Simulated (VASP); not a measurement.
# SnTe in VASP: single point with PBEsol

Aim: the single point of SnTe with PBEsol.

Program: VASP 6.6.1. These are calculated values, not measurements. Logs are shortened: lines on timing, memory, paths and dates and some standing lists are left out, and cuts for length are marked.

## Step 1: The cell of the first run

The cell holds a slab with vacuum, 12 atoms: a = 4.444 Å, b = 4.444 Å, c = 28.711 Å, α = 90.00°, β = 90.00°, γ = 90.00°.

## Step 2: Single point, PBEsol

INCAR

```
PREC     = Accurate       # precision mode
ENCUT    = 400            # plane-wave cutoff, eV
EDIFF    = 1E-6           # SCF threshold, eV
ISMEAR   = -1             # smearing method
SIGMA    = 0.05           # smearing width, eV
LREAL    = F              # projectors in reciprocal space
LASPH    = T              # aspherical terms in the spheres
NELM     = 120            # most SCF steps
ALGO     = Normal         # electronic algorithm
ISIF     = 2              # what is computed and relaxed
LWAVE    = F              # write WAVECAR
LCHARG   = T              # write CHGCAR
GGA      = PS             # functional
LELF     = T              # ELF
LVHAR    = T            
NBANDS   = 72             # bands
GGA_COMPAT= F            
NELMDL   = -8
```

KPOINTS

```
Automatic mesh
0
Gamma
  6 6 1
```

POSCAR

```
SnTe
1.0
    3.1422500000      3.1422500000      0.0000000000
   -3.1422500000      3.1422500000      0.0000000000
    0.0000000000      0.0000000000     28.7112470000
Te Sn
6 6
Direct
    0.5008240000      0.4960000000      0.2255100000
    0.5003470000      0.4985820000      0.4443350000
    0.4988920000      0.4999830000      0.6641760000
    0.9998770000      0.9967920000      0.3354070000
    0.9999780000      0.9996030000      0.5552830000
    0.9991470000      0.0000000000      0.7740490000
    0.0035440000      0.9980910000      0.2325000000
    0.0025300000      0.0009070000      0.4489230000
    0.0004250000      0.0019560000      0.6696640000
    0.5019470000      0.4975050000      0.3298490000
    0.5019450000      0.5028960000      0.5505830000
    0.5016730000      0.5057900000      0.7670480000
```

Potentials or basis: VASP PAW PBE potentials, release 64 (Te, Sn_d).

On the command line:

```sh
$ cat potpaw_PBE.64/Te/POTCAR potpaw_PBE.64/Sn_d/POTCAR > POTCAR
$ mpirun -np 1 vasp_std > vasp.out
```

OUTCAR:

```text
PREC = Accurate
   ENCUT = 400
   EDIFF = 1E-6
   ISMEAR = -1
   LREAL = F
   LASPH = T
   NELM = 120
   ISIF = 2
   GGA = PS
   NELMDL = -8

 ion  position               nearest neighbor table
   1  0.501  0.496  0.226-  10 3.00   7 3.13   7 3.15   7 3.15   7 3.16
   2  0.500  0.499  0.444-  11 3.05   8 3.13   8 3.14   8 3.15   8 3.16  10 3.29
   3  0.499  0.500  0.664-  12 2.95   9 3.14   9 3.14   9 3.15   9 3.16  11 3.26
   4  1.000  0.997  0.335-   7 2.95  10 3.14  10 3.14  10 3.15  10 3.16   8 3.26
   5  1.000  1.000  0.555-   8 3.05  11 3.13  11 3.14  11 3.15  11 3.16   9 3.28
   6  0.999  0.000  0.774-   9 3.00  12 3.12  12 3.14  12 3.16  12 3.17
   7  0.004  0.998  0.233-   4 2.95   1 3.13   1 3.15   1 3.15   1 3.16
   8  0.003  0.001  0.449-   5 3.05   2 3.13   2 3.14   2 3.15   2 3.16   4 3.26
   9  0.000  0.002  0.670-   6 3.00   3 3.14   3 3.14   3 3.15   3 3.16   5 3.28
  10  0.502  0.498  0.330-   1 3.00   4 3.14   4 3.14   4 3.15   4 3.16   2 3.29
  11  0.502  0.503  0.551-   2 3.05   5 3.13   5 3.14   5 3.15   5 3.16   3 3.26
  12  0.502  0.506  0.767-   3 2.95   6 3.12   6 3.14   6 3.16   6 3.17

  LATTYP: Found a simple tetragonal cell.
 ALAT       =     4.4438125664
 C/A-ratio  =     6.4609491447

  Lattice vectors:

 A1 = (   3.1422500000,   3.1422500000,   0.0000000000)
 A2 = (  -3.1422500000,   3.1422500000,   0.0000000000)
 A3 = (   0.0000000000,   0.0000000000,  28.7112470000)

Analysis of symmetry for initial positions (statically):
=====================================================================
 Subroutine PRICEL returns:
 Original cell was already a primitive cell.

 Routine SETGRP: Setting up the symmetry group for a
 simple tetragonal supercell.

 Subroutine GETGRP returns: Found  1 space group operations
 (whereof  1 operations were pure point group operations)
 out of a pool of 16 trial point group operations.

The static configuration has the point symmetry C_1 .

Analysis of symmetry for dynamics (positions and initial velocities):
=====================================================================
 Subroutine PRICEL returns:
 Original cell was already a primitive cell.

 Routine SETGRP: Setting up the symmetry group for a
 simple tetragonal supercell.

 Subroutine GETGRP returns: Found  1 space group operations
 (whereof  1 operations were pure point group operations)
 out of a pool of 16 trial point group operations.

[... 123 lines left out ...]
   POTIM  = 0.5000    time-step for ionic-motion
   TEBEG  =    0.0;   TEEND  =   0.0 temperature during run
   PSTRESS=    0.0 pullay stress
   NELECT =     120.0000    total number of electrons
   NUPDOWN=      -1.0000    fix difference up-down
   EMIN   =  10.00;   EMAX   =-10.00  energy-range for DOS
   EFERMI =   0.00;   METHOD = LEGACY
   ISMEAR =    -1;   SIGMA  =   0.05  broadening in eV -4-tet -1-fermi 0-gaus
   EFERMI_NEDOS =   21; number of points for ismear=-14 and -15
   IALGO  =     38    algorithm
   IMIX   =      4    mixing-type and parameters
     AMIX     =   0.40;   BMIX     =  1.00
     AMIX_MAG =   1.60;   BMIX_MAG =  1.00
  volume/ion in A,a.u.               =      47.25       318.84
  Fermi-wavevector in a.u.,A,eV,Ry     =   0.975620  1.843655 12.950496  0.951835
  Thomas-Fermi vector in A             =   2.106174
   LORBIT       =      0    0 simple, 1 ext, 2 COOP (PROOUT), +10 PAW based schemes
   GGA     = PS    functional components
   LHFCALC =     F    Hartree Fock is set to
   AEXX    =    0.0000 exact exchange contribution
   IVDW    =     0    specifies the selected vdW correction
   LEPSILON=     F    determine dielectric tensor
   LRPA    =     F    only Hartree local field effects (RPA)
 non-spin polarized calculation
  energy-cutoff  :      400.00
  volume of cell :      566.97
 maximum number of plane-waves:     10334
 NGX is ok and might be reduce to    30
   NGX = 15   NGY = 15   NGZ = 93

 number of electron     119.9999955 magnetization

 Free energy of the ion-electron system (eV)
  ---------------------------------------------------
  ext. energy  EPLUGINS =         0.00000000
  ---------------------------------------------------
  free energy    TOTEN  =       -49.45313863 eV

  energy without entropy =      -49.45278994  energy(sigma->0) =      -49.45296429

 E-fermi :   3.1657     XC(G=0):  -6.7580

 val. band max:        2.8362507821   @ k =   0.0000   0.5000   0.0000
 cond. band min:       3.5101934518   @ k =   0.0000   0.5000   0.0000
 fundamental gap:      0.6739426696
 Fermi energy:         3.1657306955

 k-point     1 :       0.0000    0.0000    0.0000
  band No.  band energies     occupation
      1     -18.6725      2.00000
      2     -18.6586      2.00000
      3     -18.6484      2.00000
      4     -18.6454      2.00000
      5     -18.6454      2.00000
      6     -18.6450      2.00000
[... 1489 lines left out ...]
     71       7.2910      0.00000
     72       7.2931      0.00000

------------------------ aborting loop because EDIFF is reached ----------------------------------------

  FORCE on cell =-STRESS in cart. coord.  units (eV):
  Direction    XX          YY          ZZ          XY          YZ          ZX
  --------------------------------------------------------------------------------------
  -------------------------------------------------------------------------------------
  Total        0.3993472      0.4148885      0.1118230     -0.0011946     -0.0076373      0.0277335
  in kB        1.1284901      1.1724070      0.3159936     -0.0033756     -0.0215817      0.0783705
  external PRESSURE =       0.8722969 kB  Pullay stress =       0.0000000 kB

 VOLUME and BASIS-vectors are now :
 -----------------------------------------------------------------------------
  energy-cutoff  :      400.00
  volume of cell :      566.97
      direct lattice vectors                 reciprocal lattice vectors
     3.142250000  3.142250000  0.000000000     0.159121649  0.159121649  0.000000000
    -3.142250000  3.142250000  0.000000000    -0.159121649  0.159121649  0.000000000
     0.000000000  0.000000000 28.711247000     0.000000000  0.000000000  0.034829557

 POSITION                                       TOTAL-FORCE (eV/Angst)
 -----------------------------------------------------------------------------------
      0.01516      3.13227      6.47467        -0.004575     -0.002060     -0.010310
      0.00555      3.13888     12.75741        -0.000349     -0.000384     -0.017668
     -0.00343      3.13871     19.06932         0.004169     -0.000667     -0.020567
      0.00969      6.27403      9.62995         0.006820      0.001685      0.014391
      0.00118      6.28318     15.94287        -0.000632      0.000411      0.005841
      3.13957      3.13957     22.22391        -0.002388      0.000425      0.007156
     -3.12512      3.14739      6.67536         0.001894      0.001703     -0.014116
      0.00510      0.01080     12.88914        -0.000670      0.000869     -0.004660
     -0.00481      0.00748     19.22689        -0.003627      0.001235     -0.002381
      0.01396      3.14053      9.47038        -0.003479     -0.001610      0.008765
     -0.00299      3.15746     15.80792         0.001527     -0.000681      0.016007
     -0.01294      3.16570     22.02290         0.001311     -0.000927      0.017541
 -----------------------------------------------------------------------------------
    total drift:                                0.001184      0.004006      0.001208

  FREE ENERGIE OF THE ION-ELECTRON SYSTEM (eV)
  ---------------------------------------------------
  free  energy   TOTEN  =       -49.4531386286 eV

  energy  without entropy=      -49.4527899442  energy(sigma->0) =      -49.45296429
```

Wall time 23 min (1 thread of Oxide Virtual Turin-like, shared host); peak memory 0.63 GiB.

Results:

```
Free energy            : -49.4531 eV
Largest force          : 0.021 eV/Å
Band gap on the k mesh : 0.67 eV
```

Forces on the atoms (eV/Å):
```
Te  -0.005 -0.002 -0.010
Te   0.000  0.000 -0.018
Te   0.004 -0.001 -0.021
Te   0.007  0.002  0.014
Te  -0.001  0.000  0.006
Te  -0.002  0.000  0.007
Sn   0.002  0.002 -0.014
Sn  -0.001  0.001 -0.005
Sn  -0.004  0.001 -0.002
Sn  -0.003 -0.002  0.009
Sn   0.002 -0.001  0.016
Sn   0.001 -0.001  0.018
```

Caveat: there is no dipole correction, which matters where the two faces differ; semilocal functionals underestimate gaps, and a narrow one can read as zero; the PAW data sets were made with another functional, which shifts forces and pressure a little; spin-orbit coupling is left out, which moves the levels of the heavy elements.
